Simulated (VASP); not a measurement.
# SnO2 (Cm) in VASP: single point with PBE

Aim: the single point of SnO2 with PBE.

Program: VASP 6.6.1. These are calculated values, not measurements. Logs are shortened: lines on timing, memory, paths and dates and some standing lists are left out, and cuts for length are marked.

## 1. The cell of the first run

It takes space group Cm (No. 8, monoclinic). Conventional cell: a = 11.077 Å, b = 6.395 Å, c = 6.395 Å, α = 90.00°, β = 125.26°, γ = 90.00°. Within 2.0 Å of Sn (site symmetry m) lie 2 O at 1.52 Å. Within 2.8 Å of Sn (site symmetry m) lie 6 O at 2.13 Å and 1 Sn at 2.19 Å. Within 2.8 Å of Sn (site symmetry 1) lie 6 O at 2.13 Å. Within 2.8 Å of O (site symmetry 1) lie 2 Sn at 2.13 Å and 3 O at 2.79 Å. O (site symmetry m) has 3 Sn at 2.13 Å and 3 O at 2.79 Å within 2.8 Å. O (site symmetry m) has 3 Sn at 2.13 to 2.44 Å and 3 O at 2.79 Å within 2.8 Å. O (site symmetry m) has 3 Sn at 2.13 to 2.26 Å and 3 O at 2.79 Å within 2.8 Å. Within 2.8 Å of O (site symmetry m) lie 3 Sn at 2.13 Å and 3 O at 2.79 Å.

## 2. Single point, PBE (atom 1 (Sn) moved by -0.712 Å along [1 0 0] and +0.712 Å along [0 0 1])

INCAR

```
SYSTEM = SnO2
ALGO = Normal
EDIFF = 1E-7
ENCUT = 520
GGA = PE
ISIF = 2
ISMEAR = 0
LASPH = .TRUE.
LCHARG = .TRUE.
LELF = .TRUE.
LREAL = .FALSE.
LVHAR = .TRUE.
LWAVE = .FALSE.
NBANDS = 64
NELM = 80
PREC = Accurate
SIGMA = 0.05
```

KPOINTS

```
k-points
0
G
  6 6 6
  0 0 0
```

POSCAR

```
SnO2
1.0
    0.0000000000      4.5220682583      4.5220682583
    4.5220682583      0.0000000000      4.5220682583
    4.5220682583      4.5220682583      0.0000000000
Sn O
4 8
Direct
    0.2824500780      0.1250000000      0.4675499220
    0.6250000000      0.1250000000      0.1250000000
    0.1250000000      0.6250000000      0.1250000000
    0.1250000000      0.1250000000      0.1250000000
    0.8910551956      0.8910551956      0.8910551956
    0.8910551956      0.3268344131      0.8910551956
    0.8910551956      0.8910551956      0.3268344131
    0.3268344131      0.8910551956      0.8910551956
    0.9231655869      0.3589448044      0.3589448044
    0.3589448044      0.3589448044      0.9231655869
    0.3589448044      0.9231655869      0.3589448044
    0.3589448044      0.3589448044      0.3589448044
```

Potentials or basis: VASP PAW PBE potentials, release 64 (Sn_d, O).

Launch:

```sh
cat potpaw_PBE.64/Sn_d/POTCAR potpaw_PBE.64/O/POTCAR > POTCAR
mpirun -np 1 vasp_std > vasp.out
```

OUTCAR:

```text
SYSTEM = SnO2
   EDIFF = 1E-7
   ENCUT = 520
   GGA = PE
   ISIF = 2
   ISMEAR = 0
   LASPH = .TRUE.
   LREAL = .FALSE.
   NELM = 80
   PREC = Accurate

 ion  position               nearest neighbor table
   1  0.282  0.125  0.468-  11 1.52  12 1.52   2 2.19   9 2.26   8 2.44   3 2.83   4 2.83
   2  0.625  0.125  0.125-   6 2.13   7 2.13  10 2.13  11 2.13   5 2.13  12 2.13   1 2.19   4 3.20
                             3 3.20   3 3.20   4 3.20
   3  0.125  0.625  0.125-   7 2.13   8 2.13   9 2.13  10 2.13   5 2.13  12 2.13   1 2.83   4 3.20
                             2 3.20   4 3.20   2 3.20
   4  0.125  0.125  0.125-   6 2.13   7 2.13   8 2.13   9 2.13  10 2.13  11 2.13   1 2.83   2 3.20
                             3 3.20   3 3.20   2 3.20
   5  0.891  0.891  0.891-   2 2.13   3 2.13
   6  0.891  0.327  0.891-   2 2.13   4 2.13
   7  0.891  0.891  0.327-   2 2.13   3 2.13   4 2.13
   8  0.327  0.891  0.891-   3 2.13   4 2.13   1 2.44
   9  0.923  0.359  0.359-   3 2.13   4 2.13   1 2.26
  10  0.359  0.359  0.923-   2 2.13   3 2.13   4 2.13
  11  0.359  0.923  0.359-   1 1.52   2 2.13   4 2.13
  12  0.359  0.359  0.359-   1 1.52   2 2.13   3 2.13

  LATTYP: Found a face centered cubic cell.
 ALAT       =     9.0441365166

  Lattice vectors:

 A1 = (   0.0000000000,   4.5220682583,   4.5220682583)
 A2 = (   4.5220682583,   0.0000000000,   4.5220682583)
 A3 = (   4.5220682583,   4.5220682583,   0.0000000000)

Analysis of symmetry for initial positions (statically):
=====================================================================
 Subroutine PRICEL returns:
 Original cell was already a primitive cell.

 Routine SETGRP: Setting up the symmetry group for a
 face centered cubic supercell.

 Subroutine GETGRP returns: Found  2 space group operations
 (whereof  2 operations were pure point group operations)
 out of a pool of 48 trial point group operations.

The static configuration has the point symmetry C_1h.

Analysis of symmetry for dynamics (positions and initial velocities):
=====================================================================
 Subroutine PRICEL returns:
 Original cell was already a primitive cell.

 Routine SETGRP: Setting up the symmetry group for a
 face centered cubic supercell.

 Subroutine GETGRP returns: Found  2 space group operations
 (whereof  2 operations were pure point group operations)
 out of a pool of 48 trial point group operations.

The dynamic configuration has the point symmetry C_1h.

 Subroutine INISYM returns: Found  2 space group operations
 (whereof  2 operations are pure point group operations),
 and found     1 'primitive' translations

----------------------------------------------------------------------------------------

                                     Primitive cell

  volume of cell :     184.9445

  direct lattice vectors                    reciprocal lattice vectors
     0.000000000  4.522068258  4.522068258    -0.110568875  0.110568875  0.110568875
     4.522068258  0.000000000  4.522068258     0.110568875 -0.110568875  0.110568875
     4.522068258  4.522068258  0.000000000     0.110568875  0.110568875 -0.110568875

  length of vectors
     6.395170261  6.395170261  6.395170261     0.191510909  0.191510909  0.191510909

  position of ions in fractional coordinates (direct lattice)
     0.282450078  0.125000000  0.467549922
     0.625000000  0.125000000  0.125000000
     0.125000000  0.625000000  0.125000000
     0.125000000  0.125000000  0.125000000
     0.891055196  0.891055196  0.891055196
     0.891055196  0.326834413  0.891055196
     0.891055196  0.891055196  0.326834413
     0.326834413  0.891055196  0.891055196
     0.923165587  0.358944804  0.358944804
     0.358944804  0.358944804  0.923165587
     0.358944804  0.923165587  0.358944804
     0.358944804  0.358944804  0.358944804

  ion indices of the primitive-cell ions
   primitive index   ion index
                 1           1
                 2           2
                 3           3
                 4           4
                 5           5
                 6           6
                 7           7
                 8           8
                 9           9
                10          10
                11          11
                12          12

----------------------------------------------------------------------------------------

 KPOINTS: k-points

Automatic generation of k-mesh.
 Grid dimensions read from file:
 generate k-points for:    6    6    6

 Generating k-lattice:

  Cartesian coordinates                     Fractional coordinates (reciprocal lattice)
    -0.018428146  0.018428146  0.018428146     0.166666667  0.000000000  0.000000000
     0.018428146 -0.018428146  0.018428146     0.000000000  0.166666667  0.000000000
     0.018428146  0.018428146 -0.018428146     0.000000000  0.000000000  0.166666667

  Length of vectors
     0.031918485  0.031918485  0.031918485

  Shift w.r.t. Gamma in fractional coordinates (k-lattice)
     0.000000000  0.000000000  0.000000000

 Subroutine IBZKPT returns following result:
 ===========================================

 Found     68 irreducible k-points:

 Following reciprocal coordinates:
            Coordinates               Weight
  0.000000  0.000000  0.000000      1.000000
  0.166667  0.000000  0.000000      2.000000
  0.000000  0.166667  0.000000      4.000000
  0.000000  0.000000  0.166667      2.000000
  0.333333  0.000000  0.000000      2.000000
  0.000000  0.333333  0.000000      4.000000
[... 16 lines left out ...]
  0.166667  0.166667 -0.333333      4.000000
  0.500000  0.333333  0.500000      4.000000
 [... further k-points ...]
   k-points           NKPTS =     68   k-points in BZ     NKDIM =     68   number of bands    NBANDS=     64
   number of dos      NEDOS =    301   number of ions     NIONS =     12
   total plane-waves  NPLWV = 110592
   dimension x,y,z NGX =    48 NGY =   48 NGZ =   48
   dimension x,y,z NGXF=    96 NGYF=   96 NGZF=   96
   ions per type =               4   8
   NGX,Y,Z   is equivalent  to a cutoff of  12.48, 12.48, 12.48 a.u.
   NGXF,Y,Z  is equivalent  to a cutoff of  24.96, 24.96, 24.96 a.u.
 SYSTEM =  SnO2
   PREC   = accura    normal or accurate (medium, high low for compatibility)
   ISTART =      0    job   : 0-new  1-cont  2-samecut
   ICHARG =      2    charge: 1-file 2-atom 10-const
   ISPIN  =      1    spin polarized calculation?
   LNONCOLLINEAR =      F non collinear calculations
   LSORBIT =      F    spin-orbit coupling
   LASPH  =      T    aspherical Exc in radial PAW
   ENCUT  =  520.0 eV  38.22 Ry    6.18 a.u.  11.89 11.89 11.89*2*pi/ulx,y,z
   NELM   =     80;   NELMIN=  2; NELMDL= -5     # of ELM steps
   EDIFF  = 0.1E-06   stopping-criterion for ELM
   LREAL  =      F    real-space projection
   EDIFFG = 0.1E-05   stopping-criterion for IOM
   NSW    =      0    number of steps for IOM
   IBRION =     -1    ionic relax: 0-MD 1-quasi-New 2-CG
   NFREE  =      0    steps in history (QN), initial steepest desc. (CG)
   ISIF   =      2    stress and relaxation
   ISYM   =      2    0-nonsym 1-usesym 2-fastsym
   POTIM  = 0.5000    time-step for ionic-motion
   TEBEG  =    0.0;   TEEND  =   0.0 temperature during run
   PSTRESS=    0.0 pullay stress
   NELECT =     104.0000    total number of electrons
   NUPDOWN=      -1.0000    fix difference up-down
   EMIN   =  10.00;   EMAX   =-10.00  energy-range for DOS
   EFERMI =   0.00;   METHOD = LEGACY
   ISMEAR =     0;   SIGMA  =   0.05  broadening in eV -4-tet -1-fermi 0-gaus
   EFERMI_NEDOS =   21; number of points for ismear=-14 and -15
   IALGO  =     38    algorithm
   IMIX   =      4    mixing-type and parameters
     AMIX     =   0.40;   BMIX     =  1.00
     AMIX_MAG =   1.60;   BMIX_MAG =  1.00
  volume/ion in A,a.u.               =      15.41       104.01
  Fermi-wavevector in a.u.,A,eV,Ry     =   1.351260  2.553511 24.842916  1.825903
  Thomas-Fermi vector in A             =   2.478696
   LORBIT       =      0    0 simple, 1 ext, 2 COOP (PROOUT), +10 PAW based schemes
   GGA     = PE    functional components
   LHFCALC =     F    Hartree Fock is set to
   AEXX    =    0.0000 exact exchange contribution
   IVDW    =     0    specifies the selected vdW correction
   LEPSILON=     F    determine dielectric tensor
   LRPA    =     F    only Hartree local field effects (RPA)
 non-spin polarized calculation
 Gauss-broadening in eV      SIGMA  =   0.05
  energy-cutoff  :      520.00
  volume of cell :      184.94
 maximum number of plane-waves:      5004
   NGX = 23   NGY = 23   NGZ = 23

 number of electron     103.9999986 magnetization

 Free energy of the ion-electron system (eV)
  ---------------------------------------------------
  ext. energy  EPLUGINS =         0.00000000
  ---------------------------------------------------
  free energy    TOTEN  =       -54.59503236 eV

  energy without entropy =      -54.59222352  energy(sigma->0) =      -54.59362794

 E-fermi :   4.1783     XC(G=0):  -9.5057

 val. band max:        4.1679578315   @ k =   0.0000   0.0000   0.1667
 cond. band min:       4.1933177070   @ k =   0.1667   0.0000   0.0000
 fundamental gap:      0.0253598755
 Fermi energy:         4.1782924462

 k-point     1 :       0.0000    0.0000    0.0000
  band No.  band energies     occupation
      1     -22.7823      2.00000
      2     -22.3428      2.00000
      3     -20.2170      2.00000
      4     -19.3378      2.00000
      5     -19.0593      2.00000
      6     -18.3933      2.00000
[... 56 lines left out ...]
     63      12.9768      0.00000
     64      13.4301      0.00000

 k-point     2 :       0.1667    0.0000    0.0000
  band No.  band energies     occupation
      1     -22.7821      2.00000
      2     -22.3420      2.00000
      3     -20.2149      2.00000
      4     -19.3347      2.00000
      5     -19.0603      2.00000
      6     -18.3590      2.00000
[... 1530 lines left out ...]
     63      11.7871      0.00000
     64      12.3768      0.00000

 [... further k-points ...]

------------------------ aborting loop because EDIFF is reached ----------------------------------------

  FORCE on cell =-STRESS in cart. coord.  units (eV):
  Direction    XX          YY          ZZ          XY          YZ          ZX
  --------------------------------------------------------------------------------------
  -------------------------------------------------------------------------------------
  Total       54.3324525      3.1600686     54.3324525      1.3282236     -1.3282213     18.6778673
  in kB      470.6830459     27.3757326    470.6830459     11.5064259    -11.5064058    161.8067112
  external PRESSURE =     322.9139415 kB  Pullay stress =       0.0000000 kB

 VOLUME and BASIS-vectors are now :
 -----------------------------------------------------------------------------
  energy-cutoff  :      520.00
  volume of cell :      184.94
      direct lattice vectors                 reciprocal lattice vectors
     0.000000000  4.522068258  4.522068258    -0.110568875  0.110568875  0.110568875
     4.522068258  0.000000000  4.522068258     0.110568875 -0.110568875  0.110568875
     4.522068258  4.522068258  0.000000000     0.110568875  0.110568875 -0.110568875

 POSITION                                       TOTAL-FORCE (eV/Angst)
 -----------------------------------------------------------------------------------
      2.67955      3.39155      1.84252        27.186384      8.730037    -27.186384
      1.13052      3.39155      3.39155       -13.893531      0.204861     13.893531
      3.39155      1.13052      3.39155         1.012326     -5.100808      1.535116
      1.13052      1.13052      1.13052        -1.535116     -5.100808     -1.012326
      8.05882      8.05882      8.05882         0.601861      0.710325     -0.823370
      5.50738      8.05882      5.50738         0.823370      0.710325     -0.601861
      5.50738      5.50738      8.05882         0.672597      0.594869     -0.672597
      8.05882      5.50738      5.50738        -0.343652      0.284659      0.343652
      3.24635      5.79779      5.79779        -0.926621      1.407722      0.926621
      5.79779      5.79779      3.24635         0.238397      1.087339     -0.238397
      5.79779      3.24635      5.79779       -24.359836     -1.764261    -10.523818
      3.24635      3.24635      3.24635        10.523818     -1.764261     24.359836
 -----------------------------------------------------------------------------------
    total drift:                               -0.000004     -0.000302      0.000009

  FREE ENERGIE OF THE ION-ELECTRON SYSTEM (eV)
  ---------------------------------------------------
  free  energy   TOTEN  =       -54.5950323591 eV

  energy  without entropy=      -54.5922235248  energy(sigma->0) =      -54.59362794
```

It took 8.8 min on 1 thread of Intel Xeon 6975P-C (Granite Rapids), shared host; peak memory 0.7 GiB.

Results:

- Free energy: -54.5950 eV
- Pressure: 32.3 GPa
- Largest force: 39.426 eV/Å

Forces in eV/Å, atoms in the order of the input:
```
Sn   27.186   8.730 -27.186
Sn  -13.894   0.205  13.894
Sn    1.012  -5.101   1.535
Sn   -1.535  -5.101  -1.012
O     0.602   0.710  -0.823
O     0.823   0.710  -0.602
O     0.673   0.595  -0.673
O    -0.344   0.285   0.344
O    -0.927   1.408   0.927
O     0.238   1.087  -0.238
O   -24.360  -1.764 -10.524
O    10.524  -1.764  24.360
```

Levels at points of the mesh, in eV from the Fermi level:
```tsv
k point	band 49	band 50	band 51	band 52	band 53	band 54	band 55	band 56
(0.00, 0.00, 0.00)	-1.24	-1.14	-0.54	-0.42	-0.02	2.46	3.30	3.47
(0.50, 0.00, 0.00)	-1.28	-1.12	-0.93	-0.06	1.40	1.89	3.71	3.86
(0.00, 0.50, 0.00)	-1.29	-1.27	-0.68	-0.30	0.79	3.03	3.21	3.93
(0.00, 0.00, 0.50)	-1.66	-1.55	-0.57	-0.04	0.94	2.82	3.45	3.68
(0.50, 0.50, 0.00)	-1.40	-1.28	-0.68	-0.30	1.41	2.61	3.46	4.02
(0.50, 0.00, 0.50)	-1.56	-1.41	-0.98	-0.07	1.40	2.53	3.75	3.88
```

Caveat: the cell differs from its parent crystal (atom 1 (Sn) moved by -0.712 Å along [1 0 0] and +0.712 Å along [0 0 1]); spin-orbit coupling is left out, which moves the levels of the heavy elements; forces of over 1 eV/Å act on the atoms, so gaps and moduli don't describe the material at rest.
